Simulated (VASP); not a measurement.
# ZnS in VASP: a series of runs

ZnS is run at these levels: PBEsol; tasks: single point.

Everything below comes from runs of VASP 6.6.1. Logs are shortened: lines on timing, memory, paths and dates and some standing lists are left out, and cuts for length are marked.

**1. The cell of the first run**

The cell holds a slab with vacuum, 8 atoms: a = 3.788 Å, b = 3.788 Å, c = 25.051 Å, α = 90.00°, β = 90.00°, γ = 120.00°.

**2. Single point, PBEsol**

The input, INCAR:

```
SYSTEM = ZnS
PREC = Accurate
ENCUT = 520
EDIFF = 1E-6
ISMEAR = 0
SIGMA = 0.05
LREAL = .FALSE.
LASPH = .TRUE.
NELM = 80
ALGO = Normal
ISIF = 2
LWAVE = .FALSE.
LCHARG = .FALSE.
LDIPOL = .TRUE.
IDIPOL = 3
DIPOL = 0.5 0.5 0.500
GGA = PS
NBANDS = 46
```

The input, KPOINTS:

```
regular mesh
0
G
  9 9 1
  0 0 0
```

The input, POSCAR:

```
ZnS
1.0
    3.7876303073      0.0000000000      0.0000000000
   -1.8938151536      3.2801840662      0.0000000000
    0.0000000000      0.0000000000     25.0509083860
S Zn
4 4
Direct
    0.0000000000      0.0000000000      0.2993903408
    0.3333333333      0.6666666667      0.4228424388
    0.6666666667      0.3333333333      0.5462945367
    0.0000000000      0.0000000000      0.6697466347
    0.3333333333      0.6666666667      0.3302533653
    0.6666666667      0.3333333333      0.4537054633
    0.0000000000      0.0000000000      0.5771575612
    0.3333333333      0.6666666667      0.7006096592
```

Potentials or basis: VASP PAW PBE potentials, release 64 (S, Zn).

Launch:

```
cat potpaw_PBE.64/S/POTCAR potpaw_PBE.64/Zn/POTCAR > POTCAR
mpirun -np 1 vasp_std > vasp.out
```

OUTCAR:

```text
SYSTEM = ZnS
   PREC = Accurate
   ENCUT = 520
   EDIFF = 1E-6
   ISMEAR = 0
   LREAL = .FALSE.
   LASPH = .TRUE.
   NELM = 80
   ISIF = 2
   GGA = PS

 ion  position               nearest neighbor table
   1  0.000  0.000  0.299-   5 2.32   5 2.32   5 2.32
   2  0.333  0.667  0.423-   6 2.32   6 2.32   6 2.32   5 2.32
   3  0.667  0.333  0.546-   6 2.32   7 2.32   7 2.32   7 2.32
   4  0.000  0.000  0.670-   8 2.32   8 2.32   8 2.32   7 2.32
   5  0.333  0.667  0.330-   1 2.32   1 2.32   1 2.32   2 2.32
   6  0.667  0.333  0.454-   3 2.32   2 2.32   2 2.32   2 2.32
   7  0.000  0.000  0.577-   3 2.32   3 2.32   3 2.32   4 2.32
   8  0.333  0.667  0.701-   4 2.32   4 2.32   4 2.32

  LATTYP: Found a hexagonal cell.
 ALAT       =     3.7876303073
 C/A-ratio  =     6.6138736766

  Lattice vectors:

 A1 = (   3.7876303073,   0.0000000000,   0.0000000000)
 A2 = (  -1.8938151536,   3.2801840662,   0.0000000000)
 A3 = (   0.0000000000,   0.0000000000,  25.0509083860)

Analysis of symmetry for initial positions (statically):
=====================================================================
 Subroutine PRICEL returns:
 Original cell was already a primitive cell.

 Routine SETGRP: Setting up the symmetry group for a
 hexagonal supercell.

 Subroutine GETGRP returns: Found  6 space group operations
 (whereof  6 operations were pure point group operations)
 out of a pool of 24 trial point group operations.

The static configuration has the point symmetry C_3v.

Analysis of symmetry for dynamics (positions and initial velocities):
=====================================================================
 Subroutine PRICEL returns:
 Original cell was already a primitive cell.

 Routine SETGRP: Setting up the symmetry group for a
 hexagonal supercell.

 Subroutine GETGRP returns: Found  6 space group operations
 (whereof  6 operations were pure point group operations)
 out of a pool of 24 trial point group operations.

The dynamic configuration has the point symmetry C_3v.

 Subroutine INISYM returns: Found  6 space group operations
 (whereof  6 operations are pure point group operations),
 and found     1 'primitive' translations

----------------------------------------------------------------------------------------

                                     Primitive cell

  volume of cell :     311.2356

  direct lattice vectors                    reciprocal lattice vectors
     3.787630307  0.000000000  0.000000000     0.264017319  0.152430470  0.000000000
    -1.893815154  3.280184066  0.000000000     0.000000000  0.304860941  0.000000000
     0.000000000  0.000000000 25.050908386     0.000000000  0.000000000  0.039918712

  length of vectors
     3.787630307  3.787630307 25.050908386     0.304860941  0.304860941  0.039918712

  position of ions in fractional coordinates (direct lattice)
     0.000000000  0.000000000  0.299390341
     0.333333333  0.666666667  0.422842439
     0.666666667  0.333333333  0.546294537
     0.000000000  0.000000000  0.669746635
     0.333333333  0.666666667  0.330253365
     0.666666667  0.333333333  0.453705463
     0.000000000  0.000000000  0.577157561
     0.333333333  0.666666667  0.700609659

  ion indices of the primitive-cell ions
   primitive index   ion index
                 1           1
                 2           2
                 3           3
                 4           4
                 5           5
                 6           6
                 7           7
                 8           8

----------------------------------------------------------------------------------------

 KPOINTS: regular mesh

Automatic generation of k-mesh.
 Grid dimensions read from file:
 generate k-points for:    9    9    1

 Generating k-lattice:

  Cartesian coordinates                     Fractional coordinates (reciprocal lattice)
     0.029335258  0.016936719  0.000000000     0.111111111 -0.000000000  0.000000000
     0.000000000  0.033873438  0.000000000     0.000000000  0.111111111  0.000000000
     0.000000000  0.000000000  0.039918712     0.000000000  0.000000000  1.000000000

  Length of vectors
     0.033873438  0.033873438  0.039918712

  Shift w.r.t. Gamma in fractional coordinates (k-lattice)
     0.000000000  0.000000000  0.000000000

 Subroutine IBZKPT returns following result:
 ===========================================

 Found     12 irreducible k-points:

 Following reciprocal coordinates:
            Coordinates               Weight
  0.000000  0.000000  0.000000      1.000000
  0.111111  0.000000  0.000000      6.000000
  0.222222 -0.000000  0.000000      6.000000
  0.333333  0.000000  0.000000      6.000000
  0.444444 -0.000000  0.000000      6.000000
  0.111111  0.111111  0.000000      6.000000
  0.222222  0.111111  0.000000     12.000000
  0.333333  0.111111  0.000000     12.000000
  0.444444  0.111111  0.000000      6.000000
  0.222222  0.222222  0.000000      6.000000
  0.333333  0.222222  0.000000     12.000000
  0.333333  0.333333  0.000000      2.000000
   k-points           NKPTS =     12   k-points in BZ     NKDIM =     12   number of bands    NBANDS=     46
   number of dos      NEDOS =    301   number of ions     NIONS =      8
   total plane-waves  NPLWV = 150528
   dimension x,y,z NGX =    28 NGY =   28 NGZ =  192
   dimension x,y,z NGXF=    56 NGYF=   56 NGZF=  384
   ions per type =               4   4
   NGX,Y,Z   is equivalent  to a cutoff of  12.29, 12.29, 12.74 a.u.
   NGXF,Y,Z  is equivalent  to a cutoff of  24.58, 24.58, 25.48 a.u.
 SYSTEM =  ZnS
   PREC   = accura    normal or accurate (medium, high low for compatibility)
   ISTART =      0    job   : 0-new  1-cont  2-samecut
   ICHARG =      2    charge: 1-file 2-atom 10-const
   ISPIN  =      1    spin polarized calculation?
   LNONCOLLINEAR =      F non collinear calculations
   LSORBIT =      F    spin-orbit coupling
   LASPH  =      T    aspherical Exc in radial PAW
   ENCUT  =  520.0 eV  38.22 Ry    6.18 a.u.   7.04  7.04 46.58*2*pi/ulx,y,z
   NELM   =     80;   NELMIN=  2; NELMDL= -5     # of ELM steps
   EDIFF  = 0.1E-05   stopping-criterion for ELM
   LREAL  =      F    real-space projection
   EDIFFG = 0.1E-04   stopping-criterion for IOM
   NSW    =      0    number of steps for IOM
   IBRION =     -1    ionic relax: 0-MD 1-quasi-New 2-CG
   NFREE  =      0    steps in history (QN), initial steepest desc. (CG)
   ISIF   =      2    stress and relaxation
   ISYM   =      2    0-nonsym 1-usesym 2-fastsym
   POTIM  = 0.5000    time-step for ionic-motion
   TEBEG  =    0.0;   TEEND  =   0.0 temperature during run
   PSTRESS=    0.0 pullay stress
   NELECT =      72.0000    total number of electrons
   NUPDOWN=      -1.0000    fix difference up-down
   EMIN   =  10.00;   EMAX   =-10.00  energy-range for DOS
   EFERMI =   0.00;   METHOD = LEGACY
   ISMEAR =     0;   SIGMA  =   0.05  broadening in eV -4-tet -1-fermi 0-gaus
   EFERMI_NEDOS =   21; number of points for ismear=-14 and -15
   IALGO  =     38    algorithm
   IMIX   =      4    mixing-type and parameters
     AMIX     =   0.40;   BMIX     =  1.00
     AMIX_MAG =   1.60;   BMIX_MAG =  1.00
  volume/ion in A,a.u.               =      38.90       262.54
  Fermi-wavevector in a.u.,A,eV,Ry     =   1.004976  1.899130 13.741582  1.009978
  Thomas-Fermi vector in A             =   2.137627
   LORBIT       =      0    0 simple, 1 ext, 2 COOP (PROOUT), +10 PAW based schemes
   GGA     = PS    functional components
   LHFCALC =     F    Hartree Fock is set to
   AEXX    =    0.0000 exact exchange contribution
   IVDW    =     0    specifies the selected vdW correction
   LEPSILON=     F    determine dielectric tensor
   LRPA    =     F    only Hartree local field effects (RPA)
 non-spin polarized calculation
 Gauss-broadening in eV      SIGMA  =   0.05
  energy-cutoff  :      520.00
  volume of cell :      311.24
 maximum number of plane-waves:      8427
   NGX = 15   NGY = 15   NGZ = 93

 dipolmoment           0.000000      0.000000      0.000004 electrons x Angstroem

 number of electron      72.0000001 magnetization

 dipolmoment           0.000000      0.000000     -0.272502 electrons x Angstroem

 Free energy of the ion-electron system (eV)
  ---------------------------------------------------
  ext. energy  EPLUGINS =         0.00000000
  ---------------------------------------------------
  free energy    TOTEN  =       -28.09829008 eV

  energy without entropy =      -28.09329031  energy(sigma->0) =      -28.09579020

 E-fermi :  -1.0498     XC(G=0):  -5.5060

 val. band max:       -1.0765254388   @ k =   0.1111   0.0000   0.0000
 cond. band min:      -1.0368516482   @ k =   0.2222  -0.0000   0.0000
 fundamental gap:      0.0396737906
 Fermi energy:        -1.0498187487

 k-point     1 :       0.0000    0.0000    0.0000
  band No.  band energies     occupation
      1     -16.3306      2.00000
      2     -15.2850      2.00000
      3     -14.2019      2.00000
      4     -12.7409      2.00000
      5      -9.8523      2.00000
      6      -9.8523      2.00000
[... 38 lines left out ...]
     45       4.0444      0.00000
     46       4.1810      0.00000

 k-point     2 :       0.1111    0.0000    0.0000
  band No.  band energies     occupation
      1     -16.2556      2.00000
      2     -15.2137      2.00000
      3     -14.1313      2.00000
      4     -12.6698      2.00000
      5      -9.8537      2.00000
      6      -9.8316      2.00000
[... 38 lines left out ...]
     45       3.7388      0.00000
     46       4.1022      0.00000

 k-point     3 :       0.2222   -0.0000    0.0000
  band No.  band energies     occupation
      1     -16.0548      2.00000
      2     -15.0241      2.00000
      3     -13.9435      2.00000
      4     -12.4810      2.00000
      5      -9.8467      2.00000
      6      -9.7805      2.00000
[... 430 lines left out ...]
     45       4.7986      0.00000
     46       5.0945      0.00000

 k-point    12 :       0.3333    0.3333    0.0000
  band No.  band energies     occupation
      1     -15.5008      2.00000
      2     -14.5106      2.00000
      3     -13.4351      2.00000
      4     -11.9721      2.00000
      5      -9.7399      2.00000
      6      -9.5311      2.00000
[... 38 lines left out ...]
     45       4.9864      0.00000
     46       5.2555      0.00000

------------------------ aborting loop because EDIFF is reached ----------------------------------------

 vacuum level on the upper side and lower side of the slab       (xc-potential included)        -1.954         1.933

  FORCE on cell =-STRESS in cart. coord.  units (eV):
  Direction    XX          YY          ZZ          XY          YZ          ZX
  --------------------------------------------------------------------------------------
  -------------------------------------------------------------------------------------
  Total       -1.6882723     -1.6882723      1.9191885     -0.0000000      0.0000000     -0.0000000
  in kB       -8.6908808     -8.6908808      9.8795904     -0.0000000      0.0000000     -0.0000000
  external PRESSURE =      -2.5007237 kB  Pullay stress =       0.0000000 kB

 VOLUME and BASIS-vectors are now :
 -----------------------------------------------------------------------------
  energy-cutoff  :      520.00
  volume of cell :      311.24
      direct lattice vectors                 reciprocal lattice vectors
     3.787630307  0.000000000  0.000000000     0.264017319  0.152430470  0.000000000
    -1.893815154  3.280184066  0.000000000     0.000000000  0.304860941  0.000000000
     0.000000000  0.000000000 25.050908386     0.000000000  0.000000000  0.039918712

 POSITION                                       TOTAL-FORCE (eV/Angst)
 -----------------------------------------------------------------------------------
      0.00000      0.00000      7.50000         0.000000     -0.000000      0.209434
     -0.00000      2.18679     10.59259         0.000000     -0.000000      0.750115
      1.89382      1.09339     13.68517        -0.000000     -0.000000      0.599074
      0.00000      0.00000     16.77776         0.000000     -0.000000      0.924962
     -0.00000      2.18679      8.27315        -0.000000     -0.000000     -0.658474
      1.89382      1.09339     11.36573         0.000000      0.000000     -0.666034
      0.00000      0.00000     14.45832        -0.000000     -0.000000     -0.662706
     -0.00000      2.18679     17.55091        -0.000000      0.000000     -0.496371
 -----------------------------------------------------------------------------------
    total drift:                               -0.000008      0.000001     -0.002927

  FREE ENERGIE OF THE ION-ELECTRON SYSTEM (eV)
  ---------------------------------------------------
  free  energy   TOTEN  =       -28.0982900784 eV

  energy  without entropy=      -28.0932903147  energy(sigma->0) =      -28.09579020

 vacuum level on the upper side and lower side of the slab         2.144         6.113
```

It took 3.1 min on 1 thread of Intel Xeon 6975P-C (Granite Rapids), shared host; peak memory 0.44 GiB.

What came out:

- Free energy: -28.0983 eV
- Largest force: 0.925 eV/Å
- Band gap on the k mesh: zero (bands 36 and 37 overlap by 0.45 eV)

Forces on the atoms (eV/Å):
```
S    0.000  0.000  0.209
S    0.000  0.000  0.750
S    0.000  0.000  0.599
S    0.000  0.000  0.925
Zn   0.000  0.000 -0.658
Zn   0.000  0.000 -0.666
Zn   0.000  0.000 -0.663
Zn   0.000  0.000 -0.496
```

Levels at points of the mesh, in eV from the Fermi level:
| k point | band 33 | band 34 | band 35 | band 36 | band 37 | band 38 | band 39 | band 40 |
| --- | --- | --- | --- | --- | --- | --- | --- | --- |
| (0.00, 0.00, 0.00) | -0.79 | -0.79 | -0.05 | 0.47 | 0.47 | 1.45 | 1.83 | 2.77 |

Caveat: the PAW data sets were made with another functional, which shifts forces and pressure a little.

**3. Single point, PBEsol**

The input, INCAR:

```
SYSTEM = ZnS
  ALGO = Normal
  DIPOL = 0.5 0.5 0.500
  EDIFF = 1E-7
  ENCUT = 520
  GGA = PS
  IDIPOL = 3
  ISIF = 2
  ISMEAR = 0
  LASPH = .TRUE.
  LCHARG = .TRUE.
  LDIPOL = .TRUE.
  LELF = .TRUE.
  LREAL = .FALSE.
  LVACPOTAV = .TRUE.
  LVHAR = .TRUE.
  LWAVE = .FALSE.
  NBANDS = 46
  NELM = 80
  PREC = Accurate
  SIGMA = 0.05
```

The input, KPOINTS:

```
k-points
0
G
  9 9 1
  0 0 0
```

The input, POSCAR:

```
ZnS
1.0
    3.7876303073      0.0000000000      0.0000000000
   -1.8938151536      3.2801840662      0.0000000000
    0.0000000000      0.0000000000     25.0509083860
S Zn
4 4
Direct
    0.0000000000      0.0000000000      0.3019607830
    0.3333333333      0.6666666667      0.4277604340
    0.6666666667      0.3333333333      0.5523009153
    0.0000000000      0.0000000000      0.6795677903
    0.3333333333      0.6666666667      0.3252882082
    0.6666666667      0.3333333333      0.4498328002
    0.0000000000      0.0000000000      0.5750790611
    0.3333333333      0.6666666667      0.6882100080
```

Potentials or basis: VASP PAW PBE potentials, release 64 (S, Zn).

Launch:

```
cat potpaw_PBE.64/S/POTCAR potpaw_PBE.64/Zn/POTCAR > POTCAR
mpirun -np 1 vasp_std > vasp.out
```

It took 6.4 min on 1 thread of Intel Xeon 6975P-C (Granite Rapids), shared host; peak memory 0.44 GiB.

It converged, with:

| Quantity | Value |
| --- | --- |
| Free energy | -28.3825 eV |
| Largest force | 0.022 eV/Å |
| Band gap on the k mesh | zero (bands 36 and 37 overlap by 0.19 eV) |

Forces on the atoms (eV/Å):
```
S    0.000  0.000 -0.022
S    0.000  0.000 -0.005
S    0.000  0.000 -0.007
S    0.000  0.000 -0.003
Zn   0.000  0.000  0.005
Zn   0.000  0.000  0.007
Zn   0.000  0.000  0.011
Zn   0.000  0.000  0.013
```

Levels at points of the mesh, in eV from the Fermi level:
| k point | band 32 | band 33 | band 34 | band 35 | band 36 | band 37 | band 38 | band 39 | band 40 | band 41 |
| --- | --- | --- | --- | --- | --- | --- | --- | --- | --- | --- |
| (0.00, 0.00, 0.00) | -1.13 | -1.13 | -1.03 | -0.50 | 0.22 | 0.22 | 0.78 | 1.52 | 2.19 | 2.94 |

Caveat: the PAW data sets were made with another functional, which shifts forces and pressure a little.

(Part 1 of 2 ends here.)

The gap in the log of VASP goes by the Fermi energy; the results here count the filled bands.